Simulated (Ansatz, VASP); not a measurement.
# Two plane-wave programs on HfCl4F

```
Hf Cl F
1.0
     0.00000    4.08315    4.08315
     4.08315    0.00000    4.08315
     4.08315    4.08315    0.00000
Hf Cl F
1 4 1
Direct
  0.00000 0.00000 0.00000
  0.86964 0.37679 0.37679
  0.37679 0.37679 0.37679
  0.37679 0.86964 0.37679
  0.37679 0.37679 0.86964
  0.50000 0.50000 0.50000
```

Change from the starting cell: species swapped into the LiBH4 type (F-43m, No. 216).

Alike in both runs: task single point; functional PBE; k mesh 4 × 4 × 4; occupations gaussian, width 0.1 eV; no spin polarisation.

|  | VASP | Ansatz |
| --- | --- | --- |
| version | VASP 6.6.1 | Ansatz 0.2.0 |
| potentials or method | VASP PAW PBE potentials, release 64 (Hf_pv, Cl, F), cutoff 520 eV | scalar-relativistic, plane waves, PAW |
| valence electrons in the cell | 45 | 61 |

VASP gave:

```
gap on the k mesh at the Fermi level (eV) : none
pressure (GPa)                            : 25.5
rms of the force components (eV/Å)        : 4.759
```

What did Ansatz give for the same quantities?

gap on the k mesh at the Fermi level (eV): none; pressure (GPa): 25.9; rms of the force components (eV/Å): 4.805.

Atom by atom the forces differ by 0.046 eV/Å (rms over components). A gap of «none» marks a metal or a gap that the smearing closes. VASP's potentials hold 45 valence electrons a cell and Ansatz's 61, so a difference there can come from the potentials and not from the codes.

Spin-orbit coupling is off throughout.
